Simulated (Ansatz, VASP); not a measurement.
Two plane-wave programs on SiC

The input INCAR:

```
PREC = Accurate
ENCUT = 520
EDIFF = 1E-6
ISMEAR = 0
SIGMA = 0.05
LREAL = False
LASPH = True
NELM = 80
ALGO = Normal
ISIF = 2
LWAVE = False
LCHARG = False
GGA = PE
NBANDS = 11
```

File KPOINTS:

```
regular mesh
0
Gamma
  12 12 12
```

Contents of POSCAR:

```
SiC
1.0
    0.0000000000      2.2198659591      2.1310713207
    2.2198659591      0.0000000000      2.1310713207
    2.2198659591      2.2198659591      0.0000000000
Si C
1 1
Direct
    0.0000000000      0.0000000000      0.0000000000
    0.7500000000      0.7500000000      0.7500000000
```

Input for Ansatz:

```yaml
crystal:
  lattice:
    - [0.0, 2.2198659591, 2.1310713207]
    - [2.2198659591, 0.0, 2.1310713207]
    - [2.2198659591, 2.2198659591, 0.0]
  atoms:
    - { symbol: Si, position: [0.0, 0.0, 0.0] }
    - { symbol: C, position: [0.75, 0.75, 0.75] }
basis:
  ecutwfc: 420
kpoints:
  mp_grid: { grid: [12, 12, 12] }
hamiltonian:
  xc: pbe
scf:
  occupations: { method: gaussian, width: 0.05 }
output:
  forces: true
  stress: true
  eigenvalues: true
```

Alike in both runs: task single point; functional PBE; k mesh 12 × 12 × 12; occupations gaussian, width 0.05 eV; no spin polarisation.

|  | VASP | Ansatz |
| --- | --- | --- |
| version | VASP 6.6.1 | Ansatz 0.2.0 |
| potentials or method | VASP PAW PBE potentials, release 64 (Si, C), cutoff 520 eV | scalar-relativistic, plane waves, PAW |
| valence electrons in the cell | 8 | 8 |

Ansatz gave:

| Property | Result |
| --- | --- |
| gap on the k mesh at the Fermi level (eV) | 0.96 |
| least direct gap on the mesh (eV) | 4.48 |
| pressure (GPa) | -0.1 |
| traceless stress, the component that is largest in VASP (GPa) | 6.40 |

Task: What did VASP give for the same quantities?

Result: gap on the k mesh at the Fermi level (eV): 0.96; least direct gap on the mesh (eV): 4.48; pressure (GPa): -0.2; traceless stress, the component that is largest in VASP (GPa): 6.41.
